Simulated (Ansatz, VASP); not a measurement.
# One calculation of FeSi, two programs

```
Fe Si
1.0
     4.43834    0.00000    0.00000
     0.00000    4.43834    0.00000
     0.00000    0.00000    4.43834
Fe Si
4 4
Direct
  0.13634 0.13634 0.13634
  0.36366 0.86366 0.63634
  0.63634 0.36366 0.86366
  0.86366 0.63634 0.36366
  0.84090 0.84090 0.84090
  0.65910 0.15910 0.34090
  0.34090 0.65910 0.15910
  0.15910 0.34090 0.65910
```

Alike in both runs: functional PBE; k mesh 8 × 8 × 8; no spin polarisation; Hubbard terms Fe d U = 2.0 eV.

Ansatz relaxed the structure, and its values are those at the end. VASP's run is a single point on that final structure, the one shown.

|  | VASP | Ansatz |
| --- | --- | --- |
| version | VASP 6.6.1 | Ansatz 0.2.0 |
| potentials or method | VASP PAW PBE potentials, release 64 (Fe, Si) | scalar-relativistic, plane waves, PAW |
| plane-wave cutoff (eV) | 520 | 420 |
| occupations | gaussian, width 0.01 eV | fixed |
| valence electrons in the cell | 48 | 80 |

```csv
,VASP,Ansatz,Ansatz less VASP
gap on the k mesh at the Fermi level (eV),0.39,0.37,-0.022
least direct gap on the mesh (eV),0.41,0.39,-0.018
pressure (GPa),-1.4,0.0,+1.40
rms of the force components (eV/Å),0.022,0.000,-0.0214
```

The programs project onto different local orbitals, so the same U acts differently, and such runs can settle in different states. VASP's potentials hold 48 valence electrons a cell and Ansatz's 80, so a difference there can come from the potentials and not from the codes.
